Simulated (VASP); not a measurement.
# ScRu3 (I4/mmm) in VASP: further runs

ScRu3 is run at these levels: PBEsol+U; tasks: single point.

Everything below comes from runs of VASP 6.6.1. Logs are shortened: lines on timing, memory, paths and dates and some standing lists are left out, and cuts for length are marked.

### 1 The cell of the first run

Symmetry: I4/mmm, No. 139, tetragonal system. Conventional cell: a = 3.824 Å, b = 3.824 Å, c = 8.041 Å, α = 90.00°, β = 90.00°, γ = 90.00°. Ru (site symmetry 4/mmm) has 4 Sc at 2.70 Å and 8 Ru at 2.77 Å within 3.6 Å. Within 3.6 Å of Ru (site symmetry -4m2) lie 8 Ru at 2.70 to 2.77 Å and 4 Sc at 2.77 Å. Sc (site symmetry 4/mmm) has 12 Ru at 2.70 to 2.77 Å within 3.6 Å.

### 2 Single point, PBEsol+U

INCAR

```
SYSTEM = ScRu3
PREC = Accurate
ENCUT = 520
EDIFF = 1E-6
ISMEAR = -1
SIGMA = 0.05
LREAL = .False.
LASPH = .True.
NELM = 150
ALGO = Normal
ISIF = 2
LWAVE = .False.
LCHARG = .True.
LMAXMIX = 4
LDAU = .True.
LDAUTYPE = 2
LDAUL = 2 2
LDAUU = 2 2
LDAUJ = 0 0
LDAUPRINT = 1
GGA = PS
LELF = .True.
LVHAR = .True.
NBANDS = 34
```

KPOINTS

```
regular mesh
0
Gamma
  7 7 7
  0 0 0
```

POSCAR

```
ScRu3
1.0
   -1.9120125197      1.9120125197      4.0207010659
    1.9120125197     -1.9120125197      4.0207010659
    1.9120125197      1.9120125197     -4.0207010659
Ru Sc
3 1
Direct
    0.5000000000      0.5000000000      0.0000000000
    0.2500000000      0.7500000000      0.5000000000
    0.7500000000      0.2500000000      0.5000000000
    0.0000000000      0.0000000000      0.0000000000
```

Potentials or basis: VASP PAW PBE potentials, release 64 (Ru_pv, Sc_sv).

Started as:

```
$ cat potpaw_PBE.64/Ru_pv/POTCAR potpaw_PBE.64/Sc_sv/POTCAR > POTCAR
$ mpirun -np 1 vasp_std > vasp.out
```

OUTCAR:

```text
SYSTEM = ScRu3
   PREC = Accurate
   ENCUT = 520
   EDIFF = 1E-6
   ISMEAR = -1
   LREAL = .False.
   LASPH = .True.
   NELM = 150
   ISIF = 2
   GGA = PS

 ion  position               nearest neighbor table
   1  0.500  0.500  0.000-   4 2.70   4 2.70   4 2.70   4 2.70   2 2.77   2 2.77   3 2.77   3 2.77
                             3 2.77   2 2.77   3 2.77   2 2.77
   2  0.250  0.750  0.500-   3 2.70   3 2.70   3 2.70   3 2.70   4 2.77   4 2.77   1 2.77   1 2.77
                             4 2.77   1 2.77   4 2.77   1 2.77
   3  0.750  0.250  0.500-   2 2.70   2 2.70   2 2.70   2 2.70   1 2.77   1 2.77   4 2.77   4 2.77
                             4 2.77   1 2.77   4 2.77   1 2.77
   4  0.000  0.000  0.000-   1 2.70   1 2.70   1 2.70   1 2.70   3 2.77   3 2.77   2 2.77   2 2.77
                             3 2.77   2 2.77   3 2.77   2 2.77

  LATTYP: Found a body centered tetragonal cell.
 ALAT       =     3.8240250394
 C/A-ratio  =     2.1028633571

  Lattice vectors:

 A1 = (  -1.9120125197,   1.9120125197,   4.0207010659)
 A2 = (   1.9120125197,  -1.9120125197,   4.0207010659)
 A3 = (   1.9120125197,   1.9120125197,  -4.0207010659)

Analysis of symmetry for initial positions (statically):
=====================================================================
 Subroutine PRICEL returns:
 Original cell was already a primitive cell.

 Routine SETGRP: Setting up the symmetry group for a
 body centered tetragonal supercell.

 Subroutine GETGRP returns: Found 16 space group operations
 (whereof 16 operations were pure point group operations)
 out of a pool of 16 trial point group operations.

The static configuration has the point symmetry D_4h.

Analysis of symmetry for dynamics (positions and initial velocities):
=====================================================================
 Subroutine PRICEL returns:
 Original cell was already a primitive cell.

 Routine SETGRP: Setting up the symmetry group for a
 body centered tetragonal supercell.

 Subroutine GETGRP returns: Found 16 space group operations
 (whereof 16 operations were pure point group operations)
 out of a pool of 16 trial point group operations.

The dynamic configuration has the point symmetry D_4h.

 Subroutine INISYM returns: Found 16 space group operations
 (whereof 16 operations are pure point group operations),
 and found     1 'primitive' translations

----------------------------------------------------------------------------------------

                                     Primitive cell

  volume of cell :      58.7954

  direct lattice vectors                    reciprocal lattice vectors
    -1.912012520  1.912012520  4.020701066     0.000000000  0.261504564  0.124356422
     1.912012520 -1.912012520  4.020701066     0.261504564  0.000000000  0.124356422
     1.912012520  1.912012520 -4.020701066     0.261504564  0.261504564  0.000000000

  length of vectors
     4.845371071  4.845371071  4.845371071     0.289567189  0.289567189  0.369823301

  position of ions in fractional coordinates (direct lattice)
     0.500000000  0.500000000  0.000000000
     0.250000000  0.750000000  0.500000000
     0.750000000  0.250000000  0.500000000
     0.000000000  0.000000000  0.000000000

  ion indices of the primitive-cell ions
   primitive index   ion index
                 1           1
                 2           2
                 3           3
                 4           4

----------------------------------------------------------------------------------------

 KPOINTS: regular mesh

Automatic generation of k-mesh.
 Grid dimensions read from file:
 generate k-points for:    7    7    7

 Generating k-lattice:

  Cartesian coordinates                     Fractional coordinates (reciprocal lattice)
     0.000000000  0.037357795  0.017765203     0.142857143  0.000000000 -0.000000000
     0.037357795  0.000000000  0.017765203     0.000000000  0.142857143 -0.000000000
     0.037357795  0.037357795  0.000000000     0.000000000  0.000000000  0.142857143

  Length of vectors
     0.041366741  0.041366741  0.052831900

  Shift w.r.t. Gamma in fractional coordinates (k-lattice)
     0.000000000  0.000000000  0.000000000

 Subroutine IBZKPT returns following result:
 ===========================================

 Found     40 irreducible k-points:

 Following reciprocal coordinates:
            Coordinates               Weight
  0.000000  0.000000  0.000000      1.000000
  0.142857  0.000000 -0.000000      8.000000
  0.285714  0.000000  0.000000      8.000000
  0.428571  0.000000  0.000000      8.000000
  0.142857  0.142857  0.000000      8.000000
  0.285714  0.142857  0.000000     16.000000
[... 16 lines left out ...]
 -0.142857  0.285714  0.142857      8.000000
 -0.428571  0.428571  0.142857      8.000000
 [... further k-points ...]
   k-points           NKPTS =     40   k-points in BZ     NKDIM =     40   number of bands    NBANDS=     34
   number of dos      NEDOS =    301   number of ions     NIONS =      4
   total plane-waves  NPLWV =  46656
   dimension x,y,z NGX =    36 NGY =   36 NGZ =   36
   dimension x,y,z NGXF=    72 NGYF=   72 NGZF=   72
   ions per type =               3   1
   NGX,Y,Z   is equivalent  to a cutoff of  12.35, 12.35, 12.35 a.u.
   NGXF,Y,Z  is equivalent  to a cutoff of  24.70, 24.70, 24.70 a.u.
 SYSTEM =  ScRu3
   PREC   = accura    normal or accurate (medium, high low for compatibility)
   ISTART =      0    job   : 0-new  1-cont  2-samecut
   ICHARG =      2    charge: 1-file 2-atom 10-const
   ISPIN  =      1    spin polarized calculation?
   LNONCOLLINEAR =      F non collinear calculations
   LSORBIT =      F    spin-orbit coupling
   LASPH  =      T    aspherical Exc in radial PAW
   ENCUT  =  520.0 eV  38.22 Ry    6.18 a.u.   9.01  9.01  9.01*2*pi/ulx,y,z
   NELM   =    150;   NELMIN=  2; NELMDL= -5     # of ELM steps
   EDIFF  = 0.1E-05   stopping-criterion for ELM
   LREAL  =      F    real-space projection
   EDIFFG = 0.1E-04   stopping-criterion for IOM
   NSW    =      0    number of steps for IOM
   IBRION =     -1    ionic relax: 0-MD 1-quasi-New 2-CG
   NFREE  =      0    steps in history (QN), initial steepest desc. (CG)
   ISIF   =      2    stress and relaxation
   ISYM   =      2    0-nonsym 1-usesym 2-fastsym
   POTIM  = 0.5000    time-step for ionic-motion
   TEBEG  =    0.0;   TEEND  =   0.0 temperature during run
   PSTRESS=    0.0 pullay stress
   NELECT =      53.0000    total number of electrons
   NUPDOWN=      -1.0000    fix difference up-down
   EMIN   =  10.00;   EMAX   =-10.00  energy-range for DOS
   EFERMI =   0.00;   METHOD = LEGACY
   ISMEAR =    -1;   SIGMA  =   0.05  broadening in eV -4-tet -1-fermi 0-gaus
   EFERMI_NEDOS =   21; number of points for ismear=-14 and -15
   IALGO  =     38    algorithm
   IMIX   =      4    mixing-type and parameters
     AMIX     =   0.40;   BMIX     =  1.00
     AMIX_MAG =   1.60;   BMIX_MAG =  1.00
  volume/ion in A,a.u.               =      14.70        99.19
  Fermi-wavevector in a.u.,A,eV,Ry     =   1.581439  2.988486 34.027470  2.500948
  Thomas-Fermi vector in A             =   2.681514
   LORBIT       =      0    0 simple, 1 ext, 2 COOP (PROOUT), +10 PAW based schemes
 LDA+U is selected, type is set to LDAUTYPE =  2
   angular momentum for each species LDAUL =     2    2
   U (eV)           for each species LDAUU =   2.0  2.0
   J (eV)           for each species LDAUJ =   0.0  0.0
   GGA     = PS    functional components
   LHFCALC =     F    Hartree Fock is set to
   AEXX    =    0.0000 exact exchange contribution
   IVDW    =     0    specifies the selected vdW correction
   LEPSILON=     F    determine dielectric tensor
   LRPA    =     F    only Hartree local field effects (RPA)
 non-spin polarized calculation
  energy-cutoff  :      520.00
  volume of cell :       58.80
 maximum number of plane-waves:      1594
   NGX = 17   NGY = 17   NGZ = 17

atom =   1  type =  1  l = 2

 onsite density matrix

spin component  1
[... 116 lines left out ...]
  o =  0.0827  v =  0.0000  0.0000  0.0000 -0.0000  1.0000  0.0000  0.0000  0.0000  0.0000  0.0000      0.0000  0.0000  0.0000  0.0000  0.0000  0.0000  0.0000  0.0000  0.0000  0.0000
  o =  0.0827  v =  0.0000  0.0000  0.0000  0.0000  0.0000  0.0000  0.0000  0.0000 -0.0000  1.0000      0.0000  0.0000  0.0000  0.0000  0.0000  0.0000  0.0000  0.0000  0.0000  0.0000
  o =  0.1020  v =  0.0000  0.0000  0.0000  0.0000  0.0000  0.0000 -0.0000 -1.0000  0.0000  0.0000      0.0000  0.0000  0.0000  0.0000  0.0000  0.0000  0.0000  0.0000  0.0000  0.0000
  o =  0.1020  v =  0.0000 -0.0000 -1.0000  0.0000  0.0000  0.0000  0.0000  0.0000  0.0000  0.0000      0.0000  0.0000  0.0000  0.0000  0.0000  0.0000  0.0000  0.0000  0.0000  0.0000
  o =  0.1148  v =  0.0000  0.9997 -0.0000  0.0243 -0.0000  0.0000  0.0000  0.0000  0.0000  0.0000      0.0000  0.0000  0.0000  0.0000  0.0000  0.0000  0.0000  0.0000  0.0000  0.0000
  o =  0.1148  v =  0.0000  0.0000  0.0000  0.0000  0.0000  0.0000  0.9997 -0.0000  0.0243 -0.0000      0.0000  0.0000  0.0000  0.0000  0.0000  0.0000  0.0000  0.0000  0.0000  0.0000
  o =  0.1148  v =  0.0000 -0.0243  0.0000  0.9997  0.0000  0.0000  0.0000  0.0000  0.0000  0.0000      0.0000  0.0000  0.0000  0.0000  0.0000  0.0000  0.0000  0.0000  0.0000  0.0000
  o =  0.1148  v =  0.0000  0.0000  0.0000  0.0000  0.0000  0.0000 -0.0243  0.0000  0.9997  0.0000      0.0000  0.0000  0.0000  0.0000  0.0000  0.0000  0.0000  0.0000  0.0000  0.0000
  o =  0.1439  v =  1.0000  0.0000  0.0000  0.0000  0.0000  0.0000  0.0000  0.0000  0.0000  0.0000      0.0000  0.0000  0.0000  0.0000  0.0000  0.0000  0.0000  0.0000  0.0000  0.0000
  o =  0.1439  v =  0.0000  0.0000  0.0000  0.0000  0.0000  1.0000  0.0000  0.0000  0.0000  0.0000      0.0000  0.0000  0.0000  0.0000  0.0000  0.0000  0.0000  0.0000  0.0000  0.0000

 number of electron      52.9999996 magnetization

 Free energy of the ion-electron system (eV)
  ---------------------------------------------------
  ext. energy  EPLUGINS =         0.00000000
  ---------------------------------------------------
  free energy    TOTEN  =       -29.01168427 eV

  energy without entropy =      -28.97854695  energy(sigma->0) =      -28.99511561

 E-fermi :  10.0056     XC(G=0): -13.3964

 val. band max:        9.9970847864   @ k =  -0.4286   0.1429   0.0000
 cond. band min:      10.0099188989   @ k =  -0.2857  -0.2857   0.1429
 fundamental gap:      0.0128341125
 Fermi energy:        10.0056487137

 k-point     1 :       0.0000    0.0000    0.0000
  band No.  band energies     occupation
      1     -38.5527      2.00000
      2     -32.3018      2.00000
      3     -32.3018      2.00000
      4     -32.2759      2.00000
      5     -31.9667      2.00000
      6     -31.9667      2.00000
[... 877 lines left out ...]
     33      14.1682      0.00000
     34      14.5612      0.00000

 [... further k-points ...]
[... 5 lines left out ...]
  --------------------------------------------------------------------------------------
  -------------------------------------------------------------------------------------
  Total        0.0377013      0.0377013      0.1062359      0.0000000     -0.0000000      0.0000000
  in kB        1.0273625      1.0273625      2.8949328      0.0000000     -0.0000000      0.0000000
  external PRESSURE =       1.6498859 kB  Pullay stress =       0.0000000 kB

 VOLUME and BASIS-vectors are now :
 -----------------------------------------------------------------------------
  energy-cutoff  :      520.00
  volume of cell :       58.80
      direct lattice vectors                 reciprocal lattice vectors
    -1.912012520  1.912012520  4.020701066     0.000000000  0.261504564  0.124356422
     1.912012520 -1.912012520  4.020701066     0.261504564  0.000000000  0.124356422
     1.912012520  1.912012520 -4.020701066     0.261504564  0.261504564  0.000000000

 POSITION                                       TOTAL-FORCE (eV/Angst)
 -----------------------------------------------------------------------------------
      0.00000      0.00000      4.02070         0.000000     -0.000000     -0.000000
      1.91201      0.00000      2.01035        -0.000000      0.000000     -0.000000
      0.00000      1.91201      2.01035         0.000000     -0.000000      0.000000
      0.00000      0.00000      0.00000         0.000000     -0.000000     -0.000000
 -----------------------------------------------------------------------------------
    total drift:                               -0.000000      0.000000      0.000000

  FREE ENERGIE OF THE ION-ELECTRON SYSTEM (eV)
  ---------------------------------------------------
  free  energy   TOTEN  =       -29.0116842729 eV

  energy  without entropy=      -28.9785469508  energy(sigma->0) =      -28.99511561
```

Run time: 44 s. Hardware: 1 thread of Intel Xeon 6975P-C (Granite Rapids), shared host; peak memory 0.22 GiB.

What came out:

```
Free energy : -29.0117 eV
Pressure    : 0.2 GPa
```

Eigenvalues of the final occupation matrices:
| site | spin | trace | eigenvalues |
| --- | --- | --- | --- |
| site 1 d | 1 | 3.08 | 0.52 0.52 0.56 0.71 0.75 |
| site 1 d | 2 | 3.08 | 0.52 0.52 0.56 0.71 0.75 |
| site 2 d | 1 | 3.06 | 0.58 0.60 0.62 0.63 0.63 |
| site 2 d | 2 | 3.06 | 0.58 0.60 0.62 0.63 0.63 |
| site 3 d | 1 | 3.06 | 0.58 0.60 0.62 0.63 0.63 |
| site 3 d | 2 | 3.06 | 0.58 0.60 0.62 0.63 0.63 |
| site 4 d | 1 | 0.56 | 0.08 0.10 0.11 0.11 0.14 |
| site 4 d | 2 | 0.56 | 0.08 0.10 0.11 0.11 0.14 |

Caveat: the PAW data sets were made with another functional, which shifts forces and pressure a little; U without spin polarisation on a metal has little footing; the U is typed as a test and isn't derived for this compound.

(Continued in part 2 of 2.)
